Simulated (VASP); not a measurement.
Set up this calculation in VASP 6.6.1, as the native input.

```yaml
Task: single point
Functional: r2SCAN
Potentials_or_basis: VASP PAW PBE potentials, release 64 (Ru_sv)
Cutoff: 660 eV
k_mesh: 20 × 20 × 20
Occupations: gaussian, width 0.1 eV
Spin: no spin polarisation
Dipole_correction: no
Second_run: valence_matched
Further_INCAR_settings: ALGO = Normal; EDIFF = 1e-06; NBANDS = 14
```

Crystal: Ru.

```
CELL_PARAMETERS angstrom
-1.51581 1.51581 1.51581
1.51581 -1.51581 1.51581
1.51581 1.51581 -1.51581
ATOMIC_POSITIONS crystal
Ru 0.00000 0.00000 0.00000
```

These files were run (other wordings do the same):

POSCAR

```
Ru
1.0
   -1.5158142114      1.5158142114      1.5158142114
    1.5158142114     -1.5158142114      1.5158142114
    1.5158142114      1.5158142114     -1.5158142114
Ru
1
Direct
    0.0000000000      0.0000000000      0.0000000000
```

INCAR.step1

```
SYSTEM = Ru
PREC = Accurate ; ENCUT = 660
ISMEAR = 0 ; SIGMA = 0.1
LREAL = .False. ; LASPH = .True.
NELM = 120 ; NBANDS = 14
GGA = PE ; ALGO = Normal
EDIFF = 1E-5 ; LWAVE = .True.
LCHARG = .False. ; GGA_COMPAT = .False.
```

INCAR.step2

```
SYSTEM = Ru
PREC = Accurate ; ENCUT = 660
EDIFF = 1E-6 ; ISMEAR = 0
SIGMA = 0.1 ; LREAL = .False.
LASPH = .True. ; NELM = 120
ALGO = Normal ; ISIF = 2
LWAVE = .False. ; LCHARG = .True.
METAGGA = R2SCAN ; LMIXTAU = .True.
LELF = .True. ; LVHAR = .True.
NBANDS = 14 ; ISTART = 1
GGA_COMPAT = .False.
```

KPOINTS

```
regular mesh
0
Gamma
  20 20 20
  0 0 0
```

Potentials or basis: VASP PAW PBE potentials, release 64 (Ru_sv).

Command:

```sh
$ cat potpaw_PBE.64/Ru_sv/POTCAR > POTCAR
$ cp INCAR.step1 INCAR
$ mpirun -np 1 vasp_std > vasp.out
$ cp INCAR.step2 INCAR
$ mpirun -np 1 vasp_std > vasp.out
```

It gave:

```
Pressure               : 0.1 GPa
Band gap on the k mesh : zero (band 8 reaches 16.54 eV, above the bottom of band 9 at 12.89 eV)
```

Caveat: the PAW data sets were made with another functional, which shifts forces and pressure a little.

Run time: 100 s on 1 thread of Intel(R) Xeon(R) Platinum 8488C (Sapphire Rapids), on a shared host, peak memory 0.19 GiB.
